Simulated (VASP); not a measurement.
# Si16C (a cell with a defect) in VASP: further runs, part 2 of 3

VASP 6.6.1. Earlier steps stand in the parts before.

## Step 4: Single point, PBE, collinear spin, zero start

INCAR reads:

```
ALGO = Normal
EDIFF = 1E-6
ENCUT = 520
GGA = PE
ISIF = 2
ISMEAR = 0
ISPIN = 2
LASPH = T
LCHARG = T
LELF = T
LORBIT = 11
LREAL = Auto
LVHAR = T
LWAVE = F
MAGMOM = 0 0 0 0 0 0 0 0 0 0 0 0 0 0 0 0 0
NBANDS = 52
NELM = 150
PREC = Accurate
SIGMA = 0.05
```

KPOINTS reads:

```
k-points
0
Gamma
  2 2 2
```

POSCAR reads:

```
Si16C
1.0
    0.0000000000      5.4300000000      5.4300000000
    5.4300000000      0.0000000000      5.4300000000
    5.4300000000      5.4300000000      0.0000000000
Si C
16 1
Direct
   -0.0032458564     -0.0371581952      0.0051116022
    0.0494309392      0.1477300184      0.1352911602
   -0.0166036832      0.0170066298      0.4994447514
    0.1213470534      0.1193444751      0.6318452118
    0.0146864641      0.5590881215     -0.0696089319
    0.1708580110      0.5923082873      0.0997887661
    0.0138426335      0.4936929098      0.4758319521
    0.1376914365      0.6511702578      0.5680360037
    0.4564717311     -0.0030452118      0.0231288214
    0.6197856354      0.0909504604      0.1374666667
    0.4960161142     -0.0079177716      0.5098159300
    0.6097454880      0.1134001842      0.6494106814
    0.5790436464      0.4520340700      0.0003009208
    0.5926778085      0.6136223757      0.1790168508
    0.4948556169      0.4871895028      0.5414040516
    0.6391954880      0.6190072744      0.6343522099
    0.8339759669      0.4085474217      0.0511087477
```

Run with:

```
$ cat potpaw_PBE.64/Si/POTCAR potpaw_PBE.64/C/POTCAR > POTCAR
$ mpirun -np 1 vasp_std > vasp.out
```

It took 20 min on 1 thread of Intel Xeon 8259CL, shared host; peak memory 0.71 GiB.

It converged, with:

```yaml
Free_energy: -90.9847 eV
Pressure: 2.6 GPa
Largest_force: 0.023 eV/Å
Band_gap_on_the_k_mesh: 0.23 eV
Net_moment: 0.00 μB per cell
Valence_electrons_inside_the_program's_atomic_spheres: Si 1.68, 1.64, 1.70, 1.69, 1.67, 1.72, 1.65 (each value once); C 2.45
```

Forces on the atoms (eV/Å):
```
Si   0.004 -0.001  0.013
Si  -0.005  0.007 -0.011
Si  -0.005  0.005  0.006
Si   0.006 -0.001 -0.001
Si  -0.005 -0.009 -0.011
Si   0.013  0.003 -0.007
Si   0.002  0.003 -0.005
Si  -0.001  0.001 -0.002
Si   0.001  0.003 -0.008
Si  -0.007  0.010 -0.001
Si   0.002  0.001 -0.010
Si  -0.004 -0.011  0.006
Si  -0.015  0.001  0.017
Si   0.018  0.003  0.006
Si   0.004  0.000  0.006
Si  -0.006 -0.004  0.001
C   -0.003 -0.012  0.000
```

Stress tensor (GPa, compression positive):
```
 2.43  1.83 -0.56
 1.83  1.49 -1.14
-0.56 -1.14  3.88
```

Levels at points of the mesh, in eV from the valence-band top:
Spin up:
```tsv
k point	band 31	band 32	band 33	band 34	band 35	band 36	band 37	band 38
(0.00, 0.00, 0.00)	-0.86	-0.53	-0.49	-0.10	0.23	0.35	0.62	0.77
(0.50, 0.00, 0.00)	-1.18	-1.09	-0.85	-0.71	0.79	1.20	1.24	1.37
(0.00, 0.50, 0.00)	-1.04	-0.97	-0.49	-0.46	0.66	1.22	1.29	1.37
(0.00, 0.00, 0.50)	-1.03	-0.99	-0.33	-0.23	0.66	0.96	1.23	1.36
(0.50, 0.50, 0.50)	-1.08	-0.96	-0.67	-0.09	0.68	1.05	1.33	1.42
(0.50, 0.50, 0.00)	-1.50	-1.38	-0.70	0.00	0.66	1.12	1.56	1.97
(0.00, 0.50, 0.50)	-1.41	-1.37	-0.87	-0.24	0.71	1.17	1.56	2.01
(0.50, 0.00, 0.50)	-1.57	-1.34	-0.85	-0.48	0.85	1.36	1.62	2.04
```
Spin down:
| k point | band 32 | band 33 | band 34 | band 35 | band 36 | band 37 |
| --- | --- | --- | --- | --- | --- | --- |
| (0.00, 0.00, 0.00) | -0.53 | -0.49 | -0.10 | 0.23 | 0.35 | 0.62 |
| (0.50, 0.00, 0.00) | -1.09 | -0.85 | -0.71 | 0.79 | 1.20 | 1.24 |
| (0.00, 0.50, 0.00) | -0.97 | -0.49 | -0.46 | 0.66 | 1.22 | 1.29 |
| (0.00, 0.00, 0.50) | -0.99 | -0.33 | -0.23 | 0.66 | 0.96 | 1.23 |
| (0.50, 0.50, 0.50) | -0.96 | -0.67 | -0.09 | 0.68 | 1.05 | 1.33 |
| (0.50, 0.50, 0.00) | -1.38 | -0.70 | 0.00 | 0.66 | 1.12 | 1.56 |
| (0.00, 0.50, 0.50) | -1.37 | -0.87 | -0.24 | 0.71 | 1.17 | 1.56 |
| (0.50, 0.00, 0.50) | -1.34 | -0.85 | -0.48 | 0.85 | 1.36 | 1.62 |

Caveat: the k points lie up to 0.50 Å⁻¹ apart.

## Step 5: Single point, PBE, collinear spin, zero start

INCAR reads:

```
PREC = Accurate ; ENCUT = 520
EDIFF = 1E-6 ; ISMEAR = 0
SIGMA = 0.05 ; LREAL = Auto
LASPH = T ; NELM = 150
ALGO = Normal ; ISIF = 2
LWAVE = F ; LCHARG = F
ISPIN = 2 ; MAGMOM = 0 0 0 0 0 0 0 0 0 0 0 0 0 0 0 0 0
LORBIT = 11 ; GGA = PE
NBANDS = 52
```

KPOINTS reads:

```
regular mesh
0
Gamma
  2 2 2
```

POSCAR reads:

```
Si16C
1.0
    0.0000000000      5.4300000000      5.4300000000
    5.4300000000      0.0000000000      5.4300000000
    5.4300000000      5.4300000000      0.0000000000
Si C
16 1
Direct
   -0.0132477901     -0.0003485267     -0.0082978821
    0.1121026703      0.1023930939      0.1359199816
    0.0023274401     -0.0343156538      0.5094955801
    0.1165310313      0.1163011971      0.6177501842
    0.0141391344      0.4721159300      0.0003232965
    0.1213862799      0.6262161142      0.1052244015
    0.0140290055      0.4911457643      0.4795730203
    0.1618453959      0.5925008287      0.6034910681
    0.4807727440      0.0295458564      0.0116563536
    0.6156111418      0.1472759669      0.1340144567
    0.4908174033     -0.0095534991      0.5061065378
    0.6280117864      0.0821195212      0.6490848987
    0.4900180479      0.5187320442     -0.0282454880
    0.5743248619      0.6735438306      0.0919764273
    0.5612128913      0.4491762431      0.4839051565
    0.6398301105      0.6176969613      0.6039418969
    0.7598510129      0.4399627993      0.2168998158
```

Potentials or basis: VASP PAW PBE potentials, release 64 (Si, C).

Run with:

```
$ cat potpaw_PBE.64/Si/POTCAR potpaw_PBE.64/C/POTCAR > POTCAR
$ mpirun -np 1 vasp_std > vasp.out
```

OUTCAR:

```text
PREC = Accurate
   ENCUT = 520
   EDIFF = 1E-6
   ISMEAR = 0
   LREAL = Auto
   LASPH = T
   NELM = 150
   ISIF = 2
   ISPIN = 2
   LORBIT = 11
   GGA = PE

 ion  position               nearest neighbor table
   1  0.987  1.000  0.992-   2 2.34   6 2.34  10 2.34   4 2.35
   2  0.112  0.102  0.136-   5 2.32   1 2.34   9 2.34   3 2.34
   3  0.002  0.966  0.509-   2 2.34   4 2.35  12 2.35   8 2.35
   4  0.117  0.116  0.618-   1 2.35   3 2.35  11 2.35   7 2.36
   5  0.014  0.472  0.000-  17 1.86   6 2.31   2 2.32   8 2.49  14 2.79
   6  0.121  0.626  0.105-   5 2.31  13 2.31   1 2.34   7 2.35
   7  0.014  0.491  0.480-   8 2.35  16 2.35   6 2.35   4 2.36
   8  0.162  0.593  0.603-   7 2.35   3 2.35   5 2.49  15 2.51
   9  0.481  0.030  0.012-  14 2.27  12 2.32   2 2.34  10 2.35
  10  0.616  0.147  0.134-   1 2.34  11 2.35  13 2.35   9 2.35
  11  0.491  0.990  0.506-  12 2.34  16 2.35  10 2.35   4 2.35
  12  0.628  0.082  0.649-   9 2.32  15 2.33  11 2.34   3 2.35
  13  0.490  0.519  0.972-  14 2.27   6 2.31  16 2.31  10 2.35
  14  0.574  0.674  0.092-  17 1.80  13 2.27   9 2.27  15 2.59   5 2.79
  15  0.561  0.449  0.484-  17 1.86  16 2.33  12 2.33   8 2.51  14 2.59
  16  0.640  0.618  0.604-  13 2.31  15 2.33  11 2.35   7 2.35
  17  0.760  0.440  0.217-  14 1.80  15 1.86   5 1.86

  LATTYP: Found a face centered cubic cell.
 ALAT       =    10.8600000000

  Lattice vectors:

 A1 = (   0.0000000000,   5.4300000000,   5.4300000000)
 A2 = (   5.4300000000,   0.0000000000,   5.4300000000)
 A3 = (   5.4300000000,   5.4300000000,   0.0000000000)

Analysis of symmetry for initial positions (statically):
=====================================================================
 Subroutine PRICEL returns:
 Original cell was already a primitive cell.

 Routine SETGRP: Setting up the symmetry group for a
 face centered cubic supercell.

 Subroutine GETGRP returns: Found  1 space group operations
 (whereof  1 operations were pure point group operations)
 out of a pool of 48 trial point group operations.

The static configuration has the point symmetry C_1 .

Analysis of symmetry for dynamics (positions and initial velocities):
=====================================================================
 Subroutine PRICEL returns:
 Original cell was already a primitive cell.

 Routine SETGRP: Setting up the symmetry group for a
 face centered cubic supercell.

 Subroutine GETGRP returns: Found  1 space group operations
 (whereof  1 operations were pure point group operations)
 out of a pool of 48 trial point group operations.

The dynamic configuration has the point symmetry C_1 .

Analysis of structural, dynamic, and magnetic symmetry:
=====================================================================
 Subroutine PRICEL returns:
 Original cell was already a primitive cell.

 Routine SETGRP: Setting up the symmetry group for a
 face centered cubic supercell.

 Subroutine GETGRP returns: Found  1 space group operations
 (whereof  1 operations were pure point group operations)
 out of a pool of 48 trial point group operations.

The overall configuration has the point symmetry C_1 .

 Subroutine INISYM returns: Found  1 space group operations
 (whereof  1 operations are pure point group operations),
 and found     1 'primitive' translations

[... 118 lines left out ...]
   NELECT =      68.0000    total number of electrons
   NUPDOWN=      -1.0000    fix difference up-down
   EMIN   =  10.00;   EMAX   =-10.00  energy-range for DOS
   EFERMI =   0.00;   METHOD = LEGACY
   ISMEAR =     0;   SIGMA  =   0.05  broadening in eV -4-tet -1-fermi 0-gaus
   EFERMI_NEDOS =   21; number of points for ismear=-14 and -15
   IALGO  =     38    algorithm
   IMIX   =      4    mixing-type and parameters
     AMIX     =   0.40;   BMIX     =  1.00
     AMIX_MAG =   1.60;   BMIX_MAG =  1.00
  volume/ion in A,a.u.               =      18.84       127.11
  Fermi-wavevector in a.u.,A,eV,Ry     =   0.976715  1.845724 12.979587  0.953973
  Thomas-Fermi vector in A             =   2.107356
   LORBIT       =     11    0 simple, 1 ext, 2 COOP (PROOUT), +10 PAW based schemes
   GGA     = PE    functional components
   LHFCALC =     F    Hartree Fock is set to
   AEXX    =    0.0000 exact exchange contribution
   IVDW    =     0    specifies the selected vdW correction
   LEPSILON=     F    determine dielectric tensor
   LRPA    =     F    only Hartree local field effects (RPA)
 spin polarized calculation
 Gauss-broadening in eV      SIGMA  =   0.05
  energy-cutoff  :      520.00
  volume of cell :      320.21
 maximum number of plane-waves:      8646
 NGX is ok and might be reduce to    60
   NGX = 29   NGY = 29   NGZ = 29

 number of electron      68.0000000 magnetization       0.0000001

 number of electron      68.0000000 magnetization      -0.0000001

 Free energy of the ion-electron system (eV)
  ---------------------------------------------------
  ext. energy  EPLUGINS =         0.00000000
  ---------------------------------------------------
  free energy    TOTEN  =       -90.84231528 eV

  energy without entropy =      -90.84225230  energy(sigma->0) =      -90.84228379

 E-fermi :   6.2868     XC(G=0):  -9.5664

 val. band max:        6.1776427754   @ k =   0.5000   0.5000   0.5000
 cond. band min:       6.3954927848   @ k =   0.5000   0.0000   0.5000
 fundamental gap:      0.2178500093
 Fermi energy:         6.2868037761

 spin component 1

 k-point     1 :       0.0000    0.0000    0.0000
  band No.  band energies     occupation
      1      -7.2517      1.00000
      2      -5.3054      1.00000
      3      -3.9339      1.00000
      4      -3.7386      1.00000
      5      -3.7025      1.00000
      6      -2.9291      1.00000
[... 381 lines left out ...]
     45      10.1535      0.00000
     46      10.3399      0.00000
 Fermi energy:         6.2868037761

 spin component 2

 k-point     1 :       0.0000    0.0000    0.0000
  band No.  band energies     occupation
      1      -7.2517      1.00000
      2      -5.3054      1.00000
      3      -3.9339      1.00000
      4      -3.7386      1.00000
      5      -3.7025      1.00000
      6      -2.9291      1.00000
[... 381 lines left out ...]
     45      10.1535      0.00000
     46      10.3399      0.00000
 [bands above 46 left out]

------------------------ aborting loop because EDIFF is reached ----------------------------------------

  FORCE on cell =-STRESS in cart. coord.  units (eV):
  Direction    XX          YY          ZZ          XY          YZ          ZX
  --------------------------------------------------------------------------------------
  -------------------------------------------------------------------------------------
  Total        4.1946799     12.3212152      4.9189548      0.5982115      1.1115473      2.9711807
  in kB       20.9884287     61.6502216     24.6123982      2.9932009      5.5617190     14.8665489
  external PRESSURE =      35.7503495 kB  Pullay stress =       0.0000000 kB

 VOLUME and BASIS-vectors are now :
 -----------------------------------------------------------------------------
  energy-cutoff  :      520.00
  volume of cell :      320.21
      direct lattice vectors                 reciprocal lattice vectors
     0.000000000  5.430000000  5.430000000    -0.092081031  0.092081031  0.092081031
     5.430000000  0.000000000  5.430000000     0.092081031 -0.092081031  0.092081031
     5.430000000  5.430000000  0.000000000     0.092081031  0.092081031 -0.092081031

 POSITION                                       TOTAL-FORCE (eV/Angst)
 -----------------------------------------------------------------------------------
     10.81305     10.74301     10.78617         0.000408      0.054479      0.107075
      1.29404      1.34676      1.16471        -0.088893      0.085334      0.053916
      8.01023      2.77920      5.25630        -0.065229      0.046456      0.093143
      3.98590      3.98715      1.26428         0.020561      0.054734      0.027243
      2.56534      0.07853      2.64036         0.059053      0.136796     -0.060924
      3.97172      1.23050      4.05948         0.144774      0.017768     -0.035092
[... 9 lines left out ...]
      6.63350      6.75368      6.82837        -0.001006      0.013051      0.025032
      3.56676      5.30376      6.51499         0.435073      0.033520      0.038136
 -----------------------------------------------------------------------------------
    total drift:                                0.001570     -0.008470      0.005923

  FREE ENERGIE OF THE ION-ELECTRON SYSTEM (eV)
  ---------------------------------------------------
  free  energy   TOTEN  =       -90.8423152771 eV

  energy  without entropy=      -90.8422523046  energy(sigma->0) =      -90.84228379

 total charge

# of ion       s       p       d       tot
------------------------------------------
    1        0.740   0.955   0.000   1.695
    2        0.757   0.928   0.000   1.685
    3        0.742   0.952   0.000   1.693
    4        0.738   0.959   0.000   1.696
    5        0.751   0.910   0.000   1.660
    6        0.749   0.964   0.000   1.713
[... 9 lines left out ...]
   16        0.747   0.961   0.000   1.708
   17        0.895   1.546   0.000   2.441
--------------------------------------------------
tot         12.886  16.628   0.000  29.514

 magnetization (x)

# of ion       s       p       d       tot
------------------------------------------
    1       -0.000  -0.000   0.000  -0.000
    2       -0.000  -0.000   0.000  -0.000
    3       -0.000  -0.000   0.000  -0.000
    4       -0.000  -0.000   0.000  -0.000
    5       -0.000  -0.000   0.000  -0.000
    6        0.000  -0.000   0.000   0.000
[... 9 lines left out ...]
   16       -0.000  -0.000   0.000  -0.000
   17       -0.000  -0.000   0.000  -0.000
--------------------------------------------------
tot         -0.000  -0.000   0.000  -0.000
```

Run time: 19 min. Hardware: 1 thread of Intel Xeon 8259CL, shared host; peak memory 0.71 GiB.

Results:

```yaml
Free_energy: -90.8423 eV
Pressure: 3.6 GPa
Largest_force: 0.438 eV/Å
Band_gap_on_the_k_mesh: zero (filled and empty bands overlap)
Net_moment: 0.00 μB per cell
Valence_electrons_inside_the_program's_atomic_spheres: Si 1.70, 1.69, 1.66, 1.71, 1.65, 1.72 (each value once); C 2.44
```

Forces on the atoms (eV/Å):
```
Si   0.000  0.054  0.107
Si  -0.089  0.085  0.054
Si  -0.065  0.046  0.093
Si   0.021  0.055  0.027
Si   0.059  0.137 -0.061
Si   0.145  0.018 -0.035
Si   0.014  0.026 -0.011
Si   0.090  0.097 -0.135
Si  -0.075  0.009 -0.004
Si  -0.115  0.044  0.046
Si  -0.030 -0.037  0.032
Si  -0.024  0.034  0.062
Si  -0.214 -0.200 -0.252
Si  -0.145 -0.388 -0.036
Si  -0.007 -0.026  0.049
Si  -0.001  0.013  0.025
C    0.435  0.034  0.038
```

Stress tensor (GPa, compression positive):
```
2.10 0.30 1.49
0.30 6.17 0.56
1.49 0.56 2.46
```

Caveat: the k points lie up to 0.50 Å⁻¹ apart.

(Part 2 of 3 ends here.)

The gap in the log of VASP goes by the Fermi energy; the results here count the filled bands.